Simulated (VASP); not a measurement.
# AlNi (Pm-3m) in VASP: further runs, part 2 of 2

VASP 6.6.1. Earlier steps stand in the parts before.

### Step 5. Single point, PBE, collinear spin, ferromagnetic start

Contents of INCAR:

```
PREC     = Accurate       # precision mode
ENCUT    = 520            # plane-wave cutoff, eV
EDIFF    = 1E-6           # SCF threshold, eV
ISMEAR   = 0              # smearing method
SIGMA    = 0.013000000000000001 # smearing width, eV
LREAL    = F              # projectors in reciprocal space
LASPH    = T              # aspherical terms in the spheres
NELM     = 150            # most SCF steps
ALGO     = Fast           # electronic algorithm
ISIF     = 2              # what is computed and relaxed
LWAVE    = F              # write WAVECAR
LCHARG   = F              # write CHGCAR
ISPIN    = 2              # spin polarisation
MAGMOM   = 1 0            # initial moments
LORBIT   = 11             # projections on sites
LMAXMIX  = 4              # l up to which the mixer works
GGA      = PE             # functional
NBANDS   = 18             # bands
```

Contents of KPOINTS:

```
Automatic mesh
0
Gamma
  9 9 9
```

Contents of POSCAR:

```
AlNi
1.0
    2.8810000000      0.0000000000      0.0000000000
    0.0000000000      2.8810000000      0.0000000000
    0.0000000000      0.0000000000      2.8810000000
Ni Al
1 1
Direct
    0.5000000000      0.5000000000      0.5000000000
    0.0000000000      0.0000000000      0.0000000000
```

Potentials or basis: VASP PAW PBE potentials, release 64 (Ni, Al).

The run is started by

```sh
$ cat potpaw_PBE.64/Ni/POTCAR potpaw_PBE.64/Al/POTCAR > POTCAR
$ mpirun -np 1 vasp_std > vasp.out
```

OUTCAR:

```text
PREC = Accurate
   ENCUT = 520
   EDIFF = 1E-6
   ISMEAR = 0
   LREAL = F
   LASPH = T
   NELM = 150
   ISIF = 2
   ISPIN = 2
   LORBIT = 11
   GGA = PE

 ion  position               nearest neighbor table
   1  0.500  0.500  0.500-   2 2.50   2 2.50   2 2.50   2 2.50   2 2.50   2 2.50   2 2.50   2 2.50

   2  0.000  0.000  0.000-   1 2.50   1 2.50   1 2.50   1 2.50   1 2.50   1 2.50   1 2.50   1 2.50

  LATTYP: Found a simple cubic cell.
 ALAT       =     2.8810000000

  Lattice vectors:

 A1 = (   2.8810000000,   0.0000000000,   0.0000000000)
 A2 = (   0.0000000000,   2.8810000000,   0.0000000000)
 A3 = (   0.0000000000,   0.0000000000,   2.8810000000)

Analysis of symmetry for initial positions (statically):
=====================================================================
 Subroutine PRICEL returns:
 Original cell was already a primitive cell.

 Routine SETGRP: Setting up the symmetry group for a
 simple cubic supercell.

 Subroutine GETGRP returns: Found 48 space group operations
 (whereof 48 operations were pure point group operations)
 out of a pool of 48 trial point group operations.

The static configuration has the point symmetry O_h .

Analysis of symmetry for dynamics (positions and initial velocities):
=====================================================================
 Subroutine PRICEL returns:
 Original cell was already a primitive cell.

 Routine SETGRP: Setting up the symmetry group for a
 simple cubic supercell.

 Subroutine GETGRP returns: Found 48 space group operations
 (whereof 48 operations were pure point group operations)
 out of a pool of 48 trial point group operations.

The dynamic configuration has the point symmetry O_h .

Analysis of structural, dynamic, and magnetic symmetry:
=====================================================================
 Subroutine PRICEL returns:
 Original cell was already a primitive cell.

[... 144 lines left out ...]
 NGX is ok and might be reduce to    24
   NGX = 11   NGY = 11   NGZ = 11

 number of electron      13.0000015 magnetization      -0.0020229

 number of electron      13.0000015 magnetization       0.0001855

 Free energy of the ion-electron system (eV)
  ---------------------------------------------------
  ext. energy  EPLUGINS =         0.00000000
  ---------------------------------------------------
  free energy    TOTEN  =       -10.53306321 eV

  energy without entropy =      -10.53303287  energy(sigma->0) =      -10.53304804

 E-fermi :  10.0526     XC(G=0): -12.0490

 val. band max:        9.9610033878   @ k =   0.3333   0.3333   0.0000
 cond. band min:      10.0711179522   @ k =   0.3333   0.1111   0.1111
 fundamental gap:      0.1101145643
 Fermi energy:        10.0525569051

 spin component 1

 k-point     1 :       0.0000    0.0000    0.0000
  band No.  band energies     occupation
      1      -1.1119      1.00000
      2       6.7884      1.00000
      3       6.7884      1.00000
      4       8.4710      1.00000
      5       8.4710      1.00000
      6       8.4710      1.00000
[... 493 lines left out ...]
     17      32.6025      0.00000
     18      36.4952      0.00000

 [... further k-points ...]

 spin component 2

 k-point     1 :       0.0000    0.0000    0.0000
  band No.  band energies     occupation
      1      -1.1119      1.00000
      2       6.7888      1.00000
      3       6.7888      1.00000
      4       8.4713      1.00000
      5       8.4713      1.00000
      6       8.4713      1.00000
[... 493 lines left out ...]
     17      32.6025      0.00000
     18      36.4636      0.00000

 [... further k-points ...]
[... 5 lines left out ...]
  --------------------------------------------------------------------------------------
  -------------------------------------------------------------------------------------
  Total        0.2744282      0.2744282      0.2744282      0.0000000     -0.0000000      0.0000000
  in kB       18.3869407     18.3869407     18.3869407      0.0000000     -0.0000000      0.0000000
  external PRESSURE =      18.3869407 kB  Pullay stress =       0.0000000 kB

 VOLUME and BASIS-vectors are now :
 -----------------------------------------------------------------------------
  energy-cutoff  :      520.00
  volume of cell :       23.91
      direct lattice vectors                 reciprocal lattice vectors
     2.881000000  0.000000000  0.000000000     0.347101701  0.000000000  0.000000000
     0.000000000  2.881000000  0.000000000     0.000000000  0.347101701  0.000000000
     0.000000000  0.000000000  2.881000000     0.000000000  0.000000000  0.347101701

 POSITION                                       TOTAL-FORCE (eV/Angst)
 -----------------------------------------------------------------------------------
      1.44050      1.44050      1.44050         0.000000      0.000000      0.000000
      0.00000      0.00000      0.00000         0.000000      0.000000      0.000000
 -----------------------------------------------------------------------------------
    total drift:                                0.000000      0.000000     -0.000000

  FREE ENERGIE OF THE ION-ELECTRON SYSTEM (eV)
  ---------------------------------------------------
  free  energy   TOTEN  =       -10.5330632064 eV

  energy  without entropy=      -10.5330328742  energy(sigma->0) =      -10.53304804

 total charge

# of ion       s       p       d       tot
------------------------------------------
    1        0.475   0.518   8.471   9.464
    2        0.384   0.413   0.000   0.797
--------------------------------------------------
tot          0.859   0.931   8.471  10.261

 magnetization (x)

# of ion       s       p       d       tot
------------------------------------------
    1        0.000  -0.000   0.000   0.000
    2        0.000   0.000   0.000   0.000
--------------------------------------------------
tot          0.000  -0.000   0.000   0.000
```

It took 43 s on 1 thread of Intel Xeon 8259CL, shared host; peak memory 0.16 GiB.

What came out:

| Property | Result |
| --- | --- |
| Free energy | -10.5331 eV |
| Pressure | 1.8 GPa |
| Net moment | 0.00 μB per cell |
| Valence electrons inside the program's atomic spheres | Ni 9.46; Al 0.80 |

Levels at points of the mesh, in eV from the Fermi level:
Spin up:
```
           k point  band 4  band 5  band 6  band 7  band 8  band 9
(0.00, 0.00, 0.00)   -1.58   -1.58   -1.58    5.47    5.47    5.47
```
Spin down:
```
           k point  band 4  band 5  band 6  band 7  band 8  band 9
(0.00, 0.00, 0.00)   -1.58   -1.58   -1.58    5.47    5.47    5.47
```

### Step 6. Single point, revPBE, collinear spin, ferromagnetic start

Contents of INCAR:

```
PREC     = Accurate       # precision mode
ENCUT    = 520            # plane-wave cutoff, eV
EDIFF    = 1E-6           # SCF threshold, eV
ISMEAR   = -1             # smearing method
SIGMA    = 0.05           # smearing width, eV
LREAL    = False          # projectors in reciprocal space
LASPH    = True           # aspherical terms in the spheres
NELM     = 150            # most SCF steps
ALGO     = Normal         # electronic algorithm
ISIF     = 2              # what is computed and relaxed
LWAVE    = False          # write WAVECAR
LCHARG   = False          # write CHGCAR
ISPIN    = 2              # spin polarisation
MAGMOM   = 1 0            # initial moments
LORBIT   = 11             # projections on sites
LMAXMIX  = 4              # l up to which the mixer works
GGA      = RE             # functional
NBANDS   = 18             # bands
```

Contents of KPOINTS:

```
regular mesh
0
Gamma
  9 9 9
```

POSCAR is that of step 5.

Potentials or basis: VASP PAW PBE potentials, release 64 (Ni, Al).

The run is started by

```sh
$ cat potpaw_PBE.64/Ni/POTCAR potpaw_PBE.64/Al/POTCAR > POTCAR
$ mpirun -np 1 vasp_std > vasp.out
```

Wall time 39 s (1 thread of Intel Xeon 8259CL, shared host); peak memory 0.16 GiB.

Results (log left out):

| Quantity | Value |
| --- | --- |
| Free energy | -9.9025 eV |
| Pressure | 4.7 GPa |
| Net moment | 0.00 μB per cell |
| Valence electrons inside the program's atomic spheres | Ni 9.46; Al 0.80 |

Levels at points of the mesh, in eV from the Fermi level:
Spin up:
| k point | band 2 | band 3 | band 4 | band 5 | band 6 | band 7 | band 8 | band 9 | band 10 | band 11 |
| --- | --- | --- | --- | --- | --- | --- | --- | --- | --- | --- |
| (0.00, 0.00, 0.00) | -3.24 | -3.24 | -1.55 | -1.55 | -1.55 | 5.52 | 5.52 | 5.52 | 8.08 | 8.08 |
Spin down:
```csv
k point,band 3,band 4,band 5,band 6,band 7,band 8,band 9,band 10
"(0.00, 0.00, 0.00)",-3.24,-1.55,-1.55,-1.55,5.52,5.52,5.52,8.08
```

Caveat: the PAW data sets were made with another functional, which shifts forces and pressure a little.

### Step 7. Summary

```csv
task,level,cell,cutoff (eV),smearing,gap on the mesh (eV),pressure (GPa),moment (μB)
relaxation of cell and atoms,PBE+D4,relaxed,600,fermi-dirac 0.05 eV,none,0.0,0.00
single point,PBE,as given,520,gaussian 0.014 eV,none,1.9,0.00
single point,PBE,as given,520,gaussian 0.022 eV,none,1.9,0.00
single point,PBE,as given,520,gaussian 0.013 eV,none,1.8,0.00
single point,revPBE,as given,520,fermi-dirac 0.05 eV,none,4.7,0.00
```

Alike in all rows: potentials or basis VASP PAW PBE potentials, release 64 (Ni, Al); spin collinear, ferromagnetic start; k mesh 9 × 9 × 9.

Every run on the cell as given and a fine mesh finds a metal. The pressure there spans 1.8 GPa (PBE) to 4.7 GPa (revPBE); a positive pressure means that this level wants a larger cell, a negative one a smaller.

Caveats: pairwise dispersion overbinds metals, which lowers pressure and volume (some runs); the PAW data sets were made with another functional, which shifts forces and pressure a little (some runs).

Total energies depend on the potentials used, so only differences within one code and one set of settings carry meaning.
